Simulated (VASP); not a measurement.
# Si16O (a cell with a defect) in VASP: further runs

Runs on Si16O (a cell with a defect). Level: PBE+D3(BJ). Tasks: single point.

Everything below comes from runs of VASP 6.6.1. Logs are shortened: lines on timing, memory, paths and dates and some standing lists are left out, and cuts for length are marked.

## 1. The cell of the first run

The cell holds a defect, 17 atoms: a = 7.679 Å, b = 7.679 Å, c = 7.679 Å, α = 60.00°, β = 60.00°, γ = 60.00°.

## 2. Single point, PBE+D3(BJ), collinear spin, zero start

Contents of INCAR:

```
PREC     = Accurate       # precision mode
ENCUT    = 520            # plane-wave cutoff, eV
EDIFF    = 1E-6           # SCF threshold, eV
ISMEAR   = -1             # smearing method
SIGMA    = 0.05           # smearing width, eV
LREAL    = Auto         
LASPH    = True           # aspherical terms in the spheres
NELM     = 150            # most SCF steps
ALGO     = Normal         # electronic algorithm
ISIF     = 2              # what is computed and relaxed
LWAVE    = False          # write WAVECAR
LCHARG   = False          # write CHGCAR
ISPIN    = 2              # spin polarisation
MAGMOM   = 0 0 0 0 0 0 0 0 0 0 0 0 0 0 0 0 0 # initial moments
LORBIT   = 11             # projections on sites
GGA      = PE             # functional
IVDW     = 12             # dispersion correction
NBANDS   = 53             # bands
```

Contents of KPOINTS:

```
Automatic mesh
0
Gamma
  2 2 2
```

Contents of POSCAR:

```
Si16O
1.0
    0.0000000000      5.4300000000      5.4300000000
    5.4300000000      0.0000000000      5.4300000000
    5.4300000000      5.4300000000      0.0000000000
Si O
16 1
Direct
   -0.0009116022     -0.0572099448      0.0290883978
    0.1423388582      0.0581215470      0.1322099448
   -0.0036372007      0.0877808471      0.4889963168
    0.1737384899      0.1606813996      0.6161510129
    0.0060681400      0.4261786372      0.0313351750
    0.1734438306      0.5893738490      0.0727440147
    0.0381491713      0.5337845304      0.4454419890
    0.0415469613      0.7232228361      0.6307366483
    0.5288674033     -0.0780755064      0.0436924494
    0.6416482505      0.1163627993      0.0963075506
    0.5325230203      0.0020626151      0.4643830571
    0.6297053407      0.1457274401      0.6899079190
    0.5682412523      0.4911878453     -0.0816850829
    0.6411786372      0.5425046041      0.1446040516
    0.4158471455      0.4962154696      0.5455340700
    0.6486095764      0.6323664825      0.5320902394
    0.6997697974      0.9882965009      0.5400276243
```

Potentials or basis: VASP PAW PBE potentials, release 64 (Si, O).

Launch:

```sh
cat potpaw_PBE.64/Si/POTCAR potpaw_PBE.64/O/POTCAR > POTCAR
mpirun -np 1 vasp_std > vasp.out
```

OUTCAR:

```text
PREC = Accurate
   ENCUT = 520
   EDIFF = 1E-6
   ISMEAR = -1
   LREAL = Auto
   LASPH = True
   NELM = 150
   ISIF = 2
   ISPIN = 2
   LORBIT = 11
   GGA = PE
   IVDW = 12
 IVDW          = 12

 ion  position               nearest neighbor table
   1  0.999  0.943  0.029-   2 2.27   6 2.28  10 2.28   4 2.71
   2  0.142  0.058  0.132-   1 2.27   5 2.31   9 2.44   3 2.47
   3  0.996  0.088  0.489-   8 2.35  12 2.37   4 2.40   2 2.47  17 2.54   5 3.15
   4  0.174  0.161  0.616-  11 2.30   7 2.37   3 2.40   1 2.71
   5  0.006  0.426  0.031-  14 2.29   2 2.31   6 2.40   8 2.74   3 3.15
   6  0.173  0.589  0.073-   1 2.28   7 2.39   5 2.40  13 2.49
   7  0.038  0.534  0.445-   4 2.37   6 2.39  16 2.49   8 2.51
   8  0.042  0.723  0.631-   3 2.35  15 2.44   7 2.51   5 2.74
   9  0.529  0.922  0.044-  10 2.32  12 2.34  14 2.39   2 2.44
  10  0.642  0.116  0.096-   1 2.28  11 2.31   9 2.32  13 2.38  12 3.06
  11  0.533  0.002  0.464-  17 1.60   4 2.30  10 2.31  16 2.36  12 2.97
  12  0.630  0.146  0.690-  17 1.79   9 2.34  15 2.36   3 2.37  11 2.97  10 3.06
  13  0.568  0.491  0.918-  14 2.32  10 2.38  16 2.44   6 2.49
  14  0.641  0.543  0.145-   5 2.29  13 2.32   9 2.39  15 2.61
  15  0.416  0.496  0.546-  12 2.36  16 2.42   8 2.44  14 2.61
  16  0.649  0.632  0.532-  11 2.36  15 2.42  13 2.44   7 2.49
  17  0.700  0.988  0.540-  11 1.60  12 1.79   3 2.54

  LATTYP: Found a face centered cubic cell.
 ALAT       =    10.8600000000

  Lattice vectors:

 A1 = (   0.0000000000,   5.4300000000,   5.4300000000)
 A2 = (   5.4300000000,   0.0000000000,   5.4300000000)
 A3 = (   5.4300000000,   5.4300000000,   0.0000000000)

Analysis of symmetry for initial positions (statically):
=====================================================================
 Subroutine PRICEL returns:
 Original cell was already a primitive cell.

 Routine SETGRP: Setting up the symmetry group for a
 face centered cubic supercell.

 Subroutine GETGRP returns: Found  1 space group operations
 (whereof  1 operations were pure point group operations)
 out of a pool of 48 trial point group operations.

The static configuration has the point symmetry C_1 .

Analysis of symmetry for dynamics (positions and initial velocities):
=====================================================================
 Subroutine PRICEL returns:
 Original cell was already a primitive cell.

 Routine SETGRP: Setting up the symmetry group for a
 face centered cubic supercell.

 Subroutine GETGRP returns: Found  1 space group operations
 (whereof  1 operations were pure point group operations)
 out of a pool of 48 trial point group operations.

The dynamic configuration has the point symmetry C_1 .

Analysis of structural, dynamic, and magnetic symmetry:
=====================================================================
 Subroutine PRICEL returns:
 Original cell was already a primitive cell.

 Routine SETGRP: Setting up the symmetry group for a
 face centered cubic supercell.

 Subroutine GETGRP returns: Found  1 space group operations
 (whereof  1 operations were pure point group operations)
 out of a pool of 48 trial point group operations.

The overall configuration has the point symmetry C_1 .

 Subroutine INISYM returns: Found  1 space group operations
 (whereof  1 operations are pure point group operations),
 and found     1 'primitive' translations

----------------------------------------------------------------------------------------

                                     Primitive cell

  volume of cell :     320.2060

  direct lattice vectors                    reciprocal lattice vectors
     0.000000000  5.430000000  5.430000000    -0.092081031  0.092081031  0.092081031
     5.430000000  0.000000000  5.430000000     0.092081031 -0.092081031  0.092081031
     5.430000000  5.430000000  0.000000000     0.092081031  0.092081031 -0.092081031

  length of vectors
     7.679179644  7.679179644  7.679179644     0.159489025  0.159489025  0.159489025

  position of ions in fractional coordinates (direct lattice)
     0.999088398  0.942790055  0.029088398
     0.142338858  0.058121547  0.132209945
     0.996362799  0.087780847  0.488996317
     0.173738490  0.160681400  0.616151013
     0.006068140  0.426178637  0.031335175
     0.173443831  0.589373849  0.072744015
[... 9 lines left out ...]
     0.648609576  0.632366482  0.532090239
     0.699769797  0.988296501  0.540027624

  ion indices of the primitive-cell ions
   primitive index   ion index
                 1           1
                 2           2
                 3           3
                 4           4
                 5           5
                 6           6
[... 9 lines left out ...]
                16          16
[... 29 lines left out ...]
            Coordinates               Weight
  0.000000  0.000000  0.000000      1.000000
  0.500000  0.000000  0.000000      1.000000
  0.000000  0.500000  0.000000      1.000000
  0.000000  0.000000  0.500000      1.000000
  0.500000  0.500000  0.500000      1.000000
  0.500000  0.500000  0.000000      1.000000
  0.000000  0.500000  0.500000      1.000000
  0.500000  0.000000  0.500000      1.000000
   k-points           NKPTS =      8   k-points in BZ     NKDIM =      8   number of bands    NBANDS=     53
   number of dos      NEDOS =    301   number of ions     NIONS =     17
   total plane-waves  NPLWV = 216000
   dimension x,y,z NGX =    60 NGY =   60 NGZ =   60
   dimension x,y,z NGXF=   120 NGYF=  120 NGZF=  120
   ions per type =              16   1
   NGX,Y,Z   is equivalent  to a cutoff of  12.99, 12.99, 12.99 a.u.
   NGXF,Y,Z  is equivalent  to a cutoff of  25.98, 25.98, 25.98 a.u.
 SYSTEM =  unknown system
   PREC   = accura    normal or accurate (medium, high low for compatibility)
   ISTART =      0    job   : 0-new  1-cont  2-samecut
   ICHARG =      2    charge: 1-file 2-atom 10-const
   ISPIN  =      2    spin polarized calculation?
   LNONCOLLINEAR =      F non collinear calculations
   LSORBIT =      F    spin-orbit coupling
   LASPH  =      T    aspherical Exc in radial PAW
   ENCUT  =  520.0 eV  38.22 Ry    6.18 a.u.  14.28 14.28 14.28*2*pi/ulx,y,z
   NELM   =    150;   NELMIN=  2; NELMDL= -5     # of ELM steps
   EDIFF  = 0.1E-05   stopping-criterion for ELM
   LREAL  =      T    real-space projection
   EDIFFG = 0.1E-04   stopping-criterion for IOM
   NSW    =      0    number of steps for IOM
   IBRION =     -1    ionic relax: 0-MD 1-quasi-New 2-CG
   NFREE  =      0    steps in history (QN), initial steepest desc. (CG)
   ISIF   =      2    stress and relaxation
   ISYM   =      2    0-nonsym 1-usesym 2-fastsym
   POTIM  = 0.5000    time-step for ionic-motion
   TEBEG  =    0.0;   TEEND  =   0.0 temperature during run
   PSTRESS=    0.0 pullay stress
   NELECT =      70.0000    total number of electrons
   NUPDOWN=      -1.0000    fix difference up-down
   EMIN   =  10.00;   EMAX   =-10.00  energy-range for DOS
   EFERMI =   0.00;   METHOD = LEGACY
   ISMEAR =    -1;   SIGMA  =   0.05  broadening in eV -4-tet -1-fermi 0-gaus
   EFERMI_NEDOS =   21; number of points for ismear=-14 and -15
   IALGO  =     38    algorithm
   IMIX   =      4    mixing-type and parameters
     AMIX     =   0.40;   BMIX     =  1.00
     AMIX_MAG =   1.60;   BMIX_MAG =  1.00
  volume/ion in A,a.u.               =      18.84       127.11
  Fermi-wavevector in a.u.,A,eV,Ry     =   0.986199  1.863645 13.232857  0.972588
  Thomas-Fermi vector in A             =   2.117562
   LORBIT       =     11    0 simple, 1 ext, 2 COOP (PROOUT), +10 PAW based schemes
   GGA     = PE    functional components
   LHFCALC =     F    Hartree Fock is set to
   AEXX    =    0.0000 exact exchange contribution
   IVDW    =    12    specifies the selected vdW correction
   LEPSILON=     F    determine dielectric tensor
   LRPA    =     F    only Hartree local field effects (RPA)
 spin polarized calculation
  energy-cutoff  :      520.00
  volume of cell :      320.21
 maximum number of plane-waves:      8646
 NGX is ok and might be reduce to    60
   NGX = 29   NGY = 29   NGZ = 29

 number of electron      70.0000000 magnetization       0.0000015

 number of electron      70.0000000 magnetization      -0.0000001

 Free energy of the ion-electron system (eV)
  ---------------------------------------------------
  ext. energy  EPLUGINS =         0.00000000
  ---------------------------------------------------
  free energy    TOTEN  =       -89.30221544 eV

  energy without entropy =      -89.29183944  energy(sigma->0) =      -89.29702744

 E-fermi :   6.1997     XC(G=0):  -9.6360

 val. band max:        6.0636259281   @ k =   0.5000   0.0000   0.0000
 cond. band min:       6.3114660325   @ k =   0.0000   0.0000   0.0000
 fundamental gap:      0.2478401043
 Fermi energy:         6.1996645412

 spin component 1

 k-point     1 :       0.0000    0.0000    0.0000
  band No.  band energies     occupation
      1     -14.5993      1.00000
      2      -5.7762      1.00000
      3      -4.4436      1.00000
      4      -3.6275      1.00000
      5      -3.4791      1.00000
      6      -3.2424      1.00000
[... 389 lines left out ...]
     46       9.8716      0.00000
     47      10.1454      0.00000
 Fermi energy:         6.1996645412

 spin component 2

 k-point     1 :       0.0000    0.0000    0.0000
  band No.  band energies     occupation
      1     -14.5993      1.00000
      2      -5.7762      1.00000
      3      -4.4436      1.00000
      4      -3.6275      1.00000
      5      -3.4791      1.00000
      6      -3.2424      1.00000
[... 389 lines left out ...]
     46       9.8716      0.00000
     47      10.1454      0.00000
 [bands above 47 left out]

------------------------ aborting loop because EDIFF is reached ----------------------------------------

 Edisp (eV)   -5.26801

 E8    (eV) :    -2.1614

  FORCE on cell =-STRESS in cart. coord.  units (eV):
  Direction    XX          YY          ZZ          XY          YZ          ZX
  --------------------------------------------------------------------------------------
  -------------------------------------------------------------------------------------
  Total      -3.80074     1.84859    -3.42880     0.89059     4.38993     3.11517
  in kB     -19.01733     9.24959   -17.15630     4.45614    21.96538    15.58699
  external pressure =       -8.97 kB  Pullay stress =        0.00 kB

 VOLUME and BASIS-vectors are now :
 -----------------------------------------------------------------------------
  energy-cutoff  :      520.00
  volume of cell :      320.21
      direct lattice vectors                 reciprocal lattice vectors
     0.000000000  5.430000000  5.430000000    -0.092081031  0.092081031  0.092081031
     5.430000000  0.000000000  5.430000000     0.092081031 -0.092081031  0.092081031
     5.430000000  5.430000000  0.000000000     0.092081031  0.092081031 -0.092081031

 POSITION                                       TOTAL-FORCE (eV/Angst)
 -----------------------------------------------------------------------------------
      5.27730      5.58300     10.54440        -0.747649     -0.834847      1.406447
      1.03350      1.49080      1.08850         0.661173      1.040610      0.970358
      3.13190      8.06550      5.88690         0.179360      0.705925      0.506578
      4.21820      4.28910      1.81590         0.421073      0.001184     -0.914333
      2.48430      0.20310      2.34710         0.131547     -0.472888      1.538689
      3.59530      1.33680      4.14210        -0.544997      0.958882     -0.459206
[... 9 lines left out ...]
      6.32300      6.41120      6.95570         0.266565      0.718665     -0.336659
      8.29880      6.73210      9.16620         1.713108      1.233888      0.948039
 -----------------------------------------------------------------------------------
    total drift:                                0.004411      0.005214     -0.001596

  FREE ENERGIE OF THE ION-ELECTRON SYSTEM (eV)
  ---------------------------------------------------
  free  energy   TOTEN  =       -94.5702214818 eV

  energy  without entropy=      -94.5598454799  energy(sigma->0) =      -94.56503348

 total charge

# of ion       s       p       d       tot
------------------------------------------
    1        0.757   0.930   0.000   1.688
    2        0.759   0.900   0.000   1.659
    3        0.774   0.876   0.000   1.650
    4        0.762   0.893   0.000   1.655
    5        0.765   0.875   0.000   1.640
    6        0.749   0.915   0.000   1.665
[... 9 lines left out ...]
   16        0.768   0.877   0.000   1.644
   17        1.580   3.582   0.000   5.162
--------------------------------------------------
tot         13.769  17.837   0.000  31.605

 magnetization (x)

# of ion       s       p       d       tot
------------------------------------------
    1        0.000   0.000   0.000   0.000
    2        0.000   0.000   0.000   0.000
    3        0.000   0.000   0.000   0.000
    4       -0.000  -0.000   0.000  -0.000
    5        0.000   0.000   0.000   0.000
    6        0.000   0.000   0.000   0.000
[... 9 lines left out ...]
   16       -0.000   0.000   0.000   0.000
   17        0.000  -0.000   0.000  -0.000
--------------------------------------------------
tot          0.000  -0.000   0.000   0.000
```

It took 5 min on 1 thread of Intel Xeon 6975P-C (Granite Rapids), shared host; peak memory 0.71 GiB.

Results:

| Quantity | Value |
| --- | --- |
| Free energy | -94.5702 eV |
| Pressure | -0.9 GPa |
| Largest force | 2.416 eV/Å |
| Band gap on the k mesh | 0.25 eV |
| Net moment | 0.00 μB per cell |
| Valence electrons inside the program's atomic spheres | Si 1.69, 1.66, 1.65, 1.64, 1.67, 1.61, 1.59, 1.68, 1.72, 1.71, 1.62 (each value once); O 5.16 |
| Dispersion energy per atom | -0.310 eV |

Forces in eV/Å, atoms in the order of the input:
```
Si  -0.748 -0.835  1.406
Si   0.661  1.041  0.970
Si   0.179  0.706  0.507
Si   0.421  0.001 -0.914
Si   0.132 -0.473  1.539
Si  -0.545  0.959 -0.459
Si   0.599 -0.201 -0.454
Si  -1.635  0.970 -1.164
Si   0.195 -0.786 -0.418
Si   0.454 -0.334 -0.168
Si  -1.137 -1.626 -1.379
Si  -1.162 -0.426 -0.136
Si  -0.061 -1.029 -0.887
Si   1.417  0.044 -0.176
Si  -0.751  0.036  1.122
Si   0.267  0.719 -0.337
O    1.713  1.234  0.948
```

Caveat: the k points lie up to 0.50 Å⁻¹ apart.

(Part 1 of 2 ends here.)
